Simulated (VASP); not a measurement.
Runs of VASP 6.6.1 on InAs. Symmetry: F-43m, No. 216, cubic system. Conventional cell: a = 6.109 Å, b = 6.109 Å, c = 6.109 Å, α = 90.00°, β = 90.00°, γ = 90.00°. Within 3.5 Å of In (site symmetry -43m) lie 4 As at 2.65 Å. As (site symmetry -43m) has 4 In at 2.65 Å within 3.5 Å. 

```tsv
level	k mesh	smearing	grid for exact exchange (PRECFOCK)	share of exact exchange	screening parameter	gap on the mesh (eV)	pressure (GPa)
PBE	6 × 6 × 6	gaussian 0.001 eV	-	-	-	none	2.1
PBE-based screened hybrid with 100 % exact exchange	4 × 4 × 4	fermi-dirac 0.02 eV	Normal	1	0.5 1/Å	1.40	-2.7
PBE	6 × 6 × 6, shifted	fermi-dirac 0.02 eV	-	-	-	0.81	(a)
PBE	6 × 6 × 6	fermi-dirac 0.02 eV	-	-	-	none	2.1
PBE	6 × 6 × 6	methfessel-paxton 0.05 eV	-	-	-	none	2.1
PBE+D3(BJ)	6 × 6 × 6	fermi-dirac 0.02 eV	-	-	-	none	(b)
PBE-based screened hybrid with 20 % exact exchange	4 × 4 × 4	fermi-dirac 0.02 eV	Normal	0.2	0.1 1/Å	0.47	(c)
HSE06	4 × 4 × 4	fermi-dirac 0.02 eV	Normal	0.25	0.2079 1/Å	0.40	0.0
```

Alike in all rows: task single point; potentials or basis VASP PAW PBE potentials, release 64 (In_d, As); no spin polarisation; cell as given; cutoff (eV) 520.

**Question.** Estimate the missing entries.

**Answer.** (a) 2.0; (b) 0.2; (c) 0.1.

Caveats: some runs use coarse meshes; spin-orbit coupling is left out, which moves the levels of the heavy elements; semilocal functionals underestimate gaps, and a narrow one can read as zero (at least some runs); the PAW data sets were made with another functional, which shifts forces and pressure a little (at least some runs); a shifted mesh leaves out Γ, where band edges can lie (at least some runs).

A k mesh can miss the band edges, and the runs leave out spin-orbit coupling on As, In.

A gap of «none» marks levels without a gap at the run's occupations.
